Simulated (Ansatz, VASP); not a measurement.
**Li2Se in VASP and in Ansatz**

```
Li Se
1.0
     0.00000    2.99278    2.99278
     2.99278    0.00000    2.99278
     2.99278    2.99278    0.00000
Li Se
2 1
Direct
  0.25000 0.25000 0.25000
  0.75000 0.75000 0.75000
  0.00000 0.00000 0.00000
```

Alike in both runs: functional r2SCAN; k mesh 8 × 8 × 8; occupations fermi-dirac, width 0.02 eV; no spin polarisation.

Ansatz relaxed the structure, and its values are those at the end. VASP's run is a single point on that final structure, the one shown.

|  | VASP | Ansatz |
| --- | --- | --- |
| version | VASP 6.6.1 | Ansatz 0.2.0 |
| potentials or method | VASP PAW PBE potentials, release 64 (Li_sv, Se), cutoff 830 eV | PAW plane waves |
| valence electrons in the cell | 12 | 22 |

```csv
,VASP,Ansatz,Ansatz less VASP
gap on the k mesh at the Fermi level (eV),3.46,3.48,+0.021
pressure (GPa),-0.1,0.0,+0.10
```

VASP's potentials were made for PBE, not for r2SCAN. The functional is the same, so the differences come from potentials, cutoffs and numerics. VASP's potentials hold 12 valence electrons a cell and Ansatz's 22, so a difference there can come from the potentials and not from the codes.
